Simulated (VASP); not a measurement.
A run of VASP 6.6.1 is set up as follows.

INCAR

```
SYSTEM = TaRu2
ALGO = Fast
EDIFF = 1E-6
ENCUT = 520
GGA = PE
ISIF = 2
ISMEAR = 0
LASPH = .True.
LCHARG = .False.
LREAL = .False.
LWAVE = .False.
NBANDS = 26
NELM = 80
PREC = Accurate
SIGMA = 0.1
```

File KPOINTS:

```
k-points
0
Gamma
  6 6 4
  0 0 0
```

Contents of POSCAR:

```
TaRu2
1.0
    4.6122586666      0.0000000000      0.0000000000
   -2.3061293333      3.9943331741      0.0000000000
    0.0000000000      0.0000000000      2.7166966340
Ta Ru
1 2
Direct
    0.0000000000      0.0000000000      0.0000000000
    0.3333333333      0.6666666667      0.0000000000
    0.6666666667      0.3333333333      0.0000000000
```

Potentials or basis: VASP PAW PBE potentials, release 64 (Ta_pv, Ru_pv).

Launch:

```console
$ cat potpaw_PBE.64/Ta_pv/POTCAR potpaw_PBE.64/Ru_pv/POTCAR > POTCAR
$ mpirun -np 1 vasp_std > vasp.out
```

Q: Predict the pressure.

A: 0.1 GPa.

Caveat: the k points lie up to 0.58 Å⁻¹ apart.
